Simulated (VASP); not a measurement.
Hf: relaxation of cell and atoms with PBE+D3(BJ)

Hf:

```
Hf
1.0
     3.19670    0.00000    0.00000
    -1.59835    2.76842    0.00000
     0.00000    0.00000    5.05780
Hf
2
Direct
  0.33333 0.66667 0.25000
  0.66667 0.33333 0.75000
```

| Quantity | Value |
| --- | --- |
| Program | VASP 6.6.1 |
| Task | relaxation of cell and atoms |
| Functional | PBE |
| Dispersion | D3(BJ) |
| Potentials or basis | VASP PAW PBE potentials, release 64 (Hf_pv) |
| Cutoff | 600 eV |
| k mesh | 15 × 15 × 8 |
| Occupations | gaussian, width 0.1 eV |
| Spin | no spin polarisation |
| Dipole correction | no |
| Further INCAR settings | ALGO = Normal; EDIFF = 1e-07; IBRION = 2; EDIFFG = -0.005; NSW = 100; ISIF = 3 |

The relaxed volume is 21.76 Å³/atom, the relaxed cell is a = 3.168 Å, b = 3.168 Å, c = 5.008 Å, α = 90.00°, β = 90.00°, γ = 120.00° and the space group after relaxing (to 0.1 Å) is P6_3/mmc (No. 194). The energy gained by relaxing is 6.0 meV/atom, the ionic steps are 6 and the pressure after relaxing is 0.0 GPa. The band gap on the k mesh is zero (bands 10 and 11 overlap by 1.63 eV) and the dispersion energy per atom is -0.463 eV.

The path:
```tsv
step	energy change (eV)	largest force (eV/Å)	pressure (GPa)	volume (Å³)
1	0.0000	0.0000	-3.03	44.76
2	0.0060	0.0000	4.08	42.07
3	-0.0120	0.0000	-0.02	43.53
4	-0.0120	0.0000	0.05	43.51
5	-0.0120	0.0000	-0.05	43.54
6	-0.0120	0.0000	0.00	43.53
```

Final structure:
```yaml
crystal:
  lattice:
    - [3.16784, 0.00000, 0.00000]
    - [-1.58392, 2.74343, 0.00000]
    - [0.00000, 0.00000, 5.00841]
  atoms:
    - { symbol: Hf, position: [0.33333, 0.66667, 0.25000] }
    - { symbol: Hf, position: [0.66667, 0.33333, 0.75000] }
```

Levels at points of the mesh, in eV from the Fermi level:
```csv
k point,band 8,band 9,band 10,band 11,band 12,band 13
"(0.00, 0.00, 0.00)",-3.80,0.74,1.18,1.18,1.48,2.03
"(0.00, 0.00, 0.50)",-5.45,0.13,0.13,1.07,1.07,1.07
```

Run time: 2.2 min on 1 thread of Intel(R) Xeon(R) 6975P-C (Granite Rapids), with other jobs on the host, peak memory 0.26 GiB.

Caveat: spin-orbit coupling is left out, which moves the levels of the heavy elements.
